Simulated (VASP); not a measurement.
# HgTe (I-4m2) in VASP: single point with PBEsol

Aim: the single point of HgTe with PBEsol.

Program: VASP 6.6.1. These are calculated values, not measurements. Logs are shortened: lines on timing, memory, paths and dates and some standing lists are left out, and cuts for length are marked.

## (1) The cell of the first run

The structure is tetragonal, space group I-4m2 (No. 119). The conventional cell has a = 6.091 Å, b = 6.091 Å, c = 3.119 Å, α = 90.00°, β = 90.00°, γ = 90.00°. Within 4.1 Å of Hg (site symmetry -4m2) lie 2 Hg at 3.12 Å and 8 Te at 3.14 to 3.84 Å. Within 4.1 Å of Te (site symmetry -4m2) lie 2 Te at 3.12 Å and 8 Hg at 3.14 to 3.84 Å.

## (2) Single point, PBEsol

The input, INCAR:

```
PREC = Accurate ; ENCUT = 500
EDIFF = 1E-6 ; ISMEAR = -1
SIGMA = 0.05 ; LREAL = F
LASPH = T ; NELM = 120
ALGO = Normal ; ISIF = 2
LWAVE = F ; LCHARG = F
GGA = PS ; NBANDS = 16
GGA_COMPAT = F
```

The input, KPOINTS:

```
regular mesh
0
Gamma
  4 4 4
```

The input, POSCAR:

```
HgTe
1.0
   -3.0456030000      3.0456030000      1.5594100000
    3.0456030000     -3.0456030000      1.5594100000
    3.0456030000      3.0456030000     -1.5594100000
Hg Te
1 1
Direct
    0.2500000000      0.7500000000      0.5000000000
    0.0000000000      0.0000000000      0.0000000000
```

Potentials or basis: VASP PAW PBE potentials, release 64 (Hg, Te).

On the command line:

```sh
> cat potpaw_PBE.64/Hg/POTCAR potpaw_PBE.64/Te/POTCAR > POTCAR
> mpirun -np 1 vasp_std > vasp.out
```

OUTCAR:

```text
PREC = Accurate
   ENCUT = 500
   EDIFF = 1E-6
   ISMEAR = -1
   LREAL = F
   LASPH = T
   NELM = 120
   ISIF = 2
   GGA = PS

 ion  position               nearest neighbor table
   1  0.250  0.750  0.500-   2 3.14   2 3.14   2 3.14   2 3.14
   2  0.000  0.000  0.000-   1 3.14   1 3.14   1 3.14   1 3.14

  LATTYP: Found a body centered tetragonal cell.
 ALAT       =     6.0912060000
 C/A-ratio  =     0.5120201156

  Lattice vectors:

 A1 = (  -3.0456030000,   3.0456030000,   1.5594100000)
 A2 = (   3.0456030000,  -3.0456030000,   1.5594100000)
 A3 = (   3.0456030000,   3.0456030000,  -1.5594100000)

Analysis of symmetry for initial positions (statically):
=====================================================================
 Subroutine PRICEL returns:
 Original cell was already a primitive cell.

 Routine SETGRP: Setting up the symmetry group for a
 body centered tetragonal supercell.

 Subroutine GETGRP returns: Found  8 space group operations
 (whereof  8 operations were pure point group operations)
 out of a pool of 16 trial point group operations.

The static configuration has the point symmetry D_2d.

Analysis of symmetry for dynamics (positions and initial velocities):
=====================================================================
 Subroutine PRICEL returns:
 Original cell was already a primitive cell.

 Routine SETGRP: Setting up the symmetry group for a
 body centered tetragonal supercell.

 Subroutine GETGRP returns: Found  8 space group operations
 (whereof  8 operations were pure point group operations)
 out of a pool of 16 trial point group operations.

The dynamic configuration has the point symmetry D_2d.

 Subroutine INISYM returns: Found  8 space group operations
 (whereof  8 operations are pure point group operations),
 and found     1 'primitive' translations

----------------------------------------------------------------------------------------

                                     Primitive cell

  volume of cell :      57.8585

  direct lattice vectors                    reciprocal lattice vectors
    -3.045603000  3.045603000  1.559410000     0.000000000  0.164171102  0.320634086
     3.045603000 -3.045603000  1.559410000     0.164171102  0.000000000  0.320634086
     3.045603000  3.045603000 -1.559410000     0.164171102  0.164171102  0.000000000

  length of vectors
     4.580737366  4.580737366  4.580737366     0.360219888  0.360219888  0.232172999

  position of ions in fractional coordinates (direct lattice)
     0.250000000  0.750000000  0.500000000
     0.000000000  0.000000000  0.000000000

  ion indices of the primitive-cell ions
   primitive index   ion index
                 1           1
                 2           2

----------------------------------------------------------------------------------------

 KPOINTS: regular mesh

Automatic generation of k-mesh.
 Grid dimensions read from file:
 generate k-points for:    4    4    4

 Generating k-lattice:

  Cartesian coordinates                     Fractional coordinates (reciprocal lattice)
     0.000000000  0.041042775  0.080158521     0.250000000  0.000000000  0.000000000
     0.041042775  0.000000000  0.080158521     0.000000000  0.250000000  0.000000000
     0.041042775  0.041042775  0.000000000     0.000000000  0.000000000  0.250000000

  Length of vectors
     0.090054972  0.090054972  0.058043250

  Shift w.r.t. Gamma in fractional coordinates (k-lattice)
     0.000000000  0.000000000  0.000000000

 Subroutine IBZKPT returns following result:
 ===========================================

 Found     13 irreducible k-points:

 Following reciprocal coordinates:
            Coordinates               Weight
  0.000000  0.000000  0.000000      1.000000
  0.250000  0.000000  0.000000      8.000000
  0.500000  0.000000  0.000000      4.000000
  0.250000  0.250000  0.000000      8.000000
  0.500000  0.250000  0.000000     16.000000
 -0.250000  0.250000  0.000000      4.000000
  0.500000  0.500000  0.000000      2.000000
  0.250000  0.250000  0.250000      2.000000
 -0.250000  0.250000  0.250000      4.000000
  0.500000  0.500000  0.250000      4.000000
 -0.250000  0.500000  0.250000      8.000000
 -0.250000 -0.250000  0.250000      2.000000
  0.500000  0.500000  0.500000      1.000000
   k-points           NKPTS =     13   k-points in BZ     NKDIM =     13   number of bands    NBANDS=     16
   number of dos      NEDOS =    301   number of ions     NIONS =      2
   total plane-waves  NPLWV =  46656
   dimension x,y,z NGX =    36 NGY =   36 NGZ =   36
   dimension x,y,z NGXF=    72 NGYF=   72 NGZF=   72
   ions per type =               1   1
   NGX,Y,Z   is equivalent  to a cutoff of  13.07, 13.07, 13.07 a.u.
   NGXF,Y,Z  is equivalent  to a cutoff of  26.13, 26.13, 26.13 a.u.
 SYSTEM =  unknown system
   PREC   = accura    normal or accurate (medium, high low for compatibility)
   ISTART =      0    job   : 0-new  1-cont  2-samecut
   ICHARG =      2    charge: 1-file 2-atom 10-const
   ISPIN  =      1    spin polarized calculation?
   LNONCOLLINEAR =      F non collinear calculations
   LSORBIT =      F    spin-orbit coupling
   LASPH  =      T    aspherical Exc in radial PAW
   ENCUT  =  500.0 eV  36.75 Ry    6.06 a.u.   8.35  8.35  8.35*2*pi/ulx,y,z
   NELM   =    120;   NELMIN=  2; NELMDL= -5     # of ELM steps
   EDIFF  = 0.1E-05   stopping-criterion for ELM
   LREAL  =      F    real-space projection
   EDIFFG = 0.1E-04   stopping-criterion for IOM
   NSW    =      0    number of steps for IOM
   IBRION =     -1    ionic relax: 0-MD 1-quasi-New 2-CG
   NFREE  =      0    steps in history (QN), initial steepest desc. (CG)
   ISIF   =      2    stress and relaxation
   ISYM   =      2    0-nonsym 1-usesym 2-fastsym
   POTIM  = 0.5000    time-step for ionic-motion
   TEBEG  =    0.0;   TEEND  =   0.0 temperature during run
   PSTRESS=    0.0 pullay stress
   NELECT =      18.0000    total number of electrons
   NUPDOWN=      -1.0000    fix difference up-down
   EMIN   =  10.00;   EMAX   =-10.00  energy-range for DOS
   EFERMI =   0.00;   METHOD = LEGACY
   ISMEAR =    -1;   SIGMA  =   0.05  broadening in eV -4-tet -1-fermi 0-gaus
   EFERMI_NEDOS =   21; number of points for ismear=-14 and -15
   IALGO  =     38    algorithm
   IMIX   =      4    mixing-type and parameters
     AMIX     =   0.40;   BMIX     =  1.00
     AMIX_MAG =   1.60;   BMIX_MAG =  1.00
  volume/ion in A,a.u.               =      28.93       195.22
  Fermi-wavevector in a.u.,A,eV,Ry     =   1.109286  2.096246 16.742166  1.230515
  Thomas-Fermi vector in A             =   2.245823
   LORBIT       =      0    0 simple, 1 ext, 2 COOP (PROOUT), +10 PAW based schemes
   GGA     = PS    functional components
   LHFCALC =     F    Hartree Fock is set to
   AEXX    =    0.0000 exact exchange contribution
   IVDW    =     0    specifies the selected vdW correction
   LEPSILON=     F    determine dielectric tensor
   LRPA    =     F    only Hartree local field effects (RPA)
 non-spin polarized calculation
  energy-cutoff  :      500.00
  volume of cell :       57.86
 maximum number of plane-waves:      1501
 NGX is ok and might be reduce to    36
   NGX = 17   NGY = 17   NGZ = 17

 number of electron      18.0000002 magnetization

 Free energy of the ion-electron system (eV)
  ---------------------------------------------------
  ext. energy  EPLUGINS =         0.00000000
  ---------------------------------------------------
  free energy    TOTEN  =        -4.05165589 eV

  energy without entropy =       -4.04514875  energy(sigma->0) =       -4.04840232

 E-fermi :   3.8344     XC(G=0):  -9.9946

 val. band max:        3.4287241758   @ k =   0.5000   0.5000   0.0000
 cond. band min:       3.8601709981   @ k =  -0.2500  -0.2500   0.2500
 fundamental gap:      0.4314468222
 Fermi energy:         3.8344365110

 k-point     1 :       0.0000    0.0000    0.0000
  band No.  band energies     occupation
      1      -8.0815      2.00000
      2      -3.2876      2.00000
      3      -2.5608      2.00000
      4      -2.4818      2.00000
      5      -2.0608      2.00000
      6      -2.0608      2.00000
[... 8 lines left out ...]
     15      14.3349      0.00000
     16      15.2766      0.00000

 k-point     2 :       0.2500    0.0000    0.0000
  band No.  band energies     occupation
      1      -7.1364      2.00000
      2      -2.5672      2.00000
      3      -2.5268      2.00000
      4      -2.4700      2.00000
      5      -2.4077      2.00000
      6      -2.3820      2.00000
[... 8 lines left out ...]
     15      12.9045      0.00000
     16      13.8383      0.00000

 k-point     3 :       0.5000    0.0000    0.0000
  band No.  band energies     occupation
      1      -5.6451      2.00000
      2      -2.8487      2.00000
      3      -2.7069      2.00000
      4      -2.4269      2.00000
      5      -2.2799      2.00000
      6      -2.0124      2.00000
[... 8 lines left out ...]
     15      14.0668      0.00000
     16      14.4489      0.00000

 k-point     4 :       0.2500    0.2500    0.0000
  band No.  band energies     occupation
      1      -5.6439      2.00000
      2      -2.8863      2.00000
      3      -2.7399      2.00000
      4      -2.4154      2.00000
      5      -2.2899      2.00000
      6      -1.8928      2.00000
[... 8 lines left out ...]
     15      13.6402      0.00000
     16      14.3150      0.00000
[... 115 lines left out ...]
 k-point    11 :      -0.2500    0.5000    0.2500
  band No.  band energies     occupation
      1      -6.7286      2.00000
      2      -2.6169      2.00000
      3      -2.5305      2.00000
      4      -2.4941      2.00000
      5      -2.2676      2.00000
      6      -2.1326      2.00000
[... 8 lines left out ...]
     15      15.0463      0.00000
     16      15.8419      0.00000

 k-point    12 :      -0.2500   -0.2500    0.2500
  band No.  band energies     occupation
      1      -5.7136      2.00000
      2      -2.8330      2.00000
      3      -2.8330      2.00000
      4      -2.5298      2.00000
      5      -2.2928      2.00000
      6      -1.6853      2.00000
[... 8 lines left out ...]
     15      16.1130      0.00000
     16      16.1130      0.00000

 k-point    13 :       0.5000    0.5000    0.5000
  band No.  band energies     occupation
      1      -7.4457      2.00000
      2      -3.3264      2.00000
      3      -2.2695      2.00000
      4      -2.0306      2.00000
      5      -2.0306      2.00000
      6      -1.9755      2.00000
[... 8 lines left out ...]
     15      17.7420      0.00000
     16      17.7430      0.00000

------------------------ aborting loop because EDIFF is reached ----------------------------------------

  FORCE on cell =-STRESS in cart. coord.  units (eV):
  Direction    XX          YY          ZZ          XY          YZ          ZX
  --------------------------------------------------------------------------------------
  -------------------------------------------------------------------------------------
  Total       -2.6582198     -2.6582198      1.6432777      0.0000000      0.0000000      0.0000000
  in kB      -73.6096200    -73.6096200     45.5045309      0.0000000      0.0000000      0.0000000
  external PRESSURE =     -33.9049030 kB  Pullay stress =       0.0000000 kB

 VOLUME and BASIS-vectors are now :
 -----------------------------------------------------------------------------
  energy-cutoff  :      500.00
  volume of cell :       57.86
      direct lattice vectors                 reciprocal lattice vectors
    -3.045603000  3.045603000  1.559410000     0.000000000  0.164171102  0.320634086
     3.045603000 -3.045603000  1.559410000     0.164171102  0.000000000  0.320634086
     3.045603000  3.045603000 -1.559410000     0.164171102  0.164171102  0.000000000

 POSITION                                       TOTAL-FORCE (eV/Angst)
 -----------------------------------------------------------------------------------
      3.04560      0.00000      0.77970        -0.000000      0.000000      0.000000
      0.00000      0.00000      0.00000         0.000000     -0.000000     -0.000000
 -----------------------------------------------------------------------------------
    total drift:                                0.000000     -0.000000      0.000000

  FREE ENERGIE OF THE ION-ELECTRON SYSTEM (eV)
  ---------------------------------------------------
  free  energy   TOTEN  =        -4.0516558906 eV

  energy  without entropy=       -4.0451487460  energy(sigma->0) =       -4.04840232
```

Run time: 6.5 s. Hardware: 1 thread of Intel Xeon 6975P-C (Granite Rapids), shared host; peak memory 0.2 GiB.

What came out:

| Quantity | Value |
| --- | --- |
| Free energy | -4.0517 eV |
| Pressure | -3.4 GPa |
| Band gap on the k mesh | zero (bands 9 and 10 overlap by 2.33 eV) |

Stress tensor (GPa, compression positive):
```
-7.36  0.00  0.00
 0.00 -7.36  0.00
 0.00  0.00  4.55
```

Caveat: the k points lie up to 0.57 Å⁻¹ apart, too coarse for converged energies and pressures of a metal; the PAW data sets were made with another functional, which shifts forces and pressure a little; spin-orbit coupling is left out, which moves the levels of the heavy elements.

The gap in the log of VASP goes by the Fermi energy; the results here count the filled bands.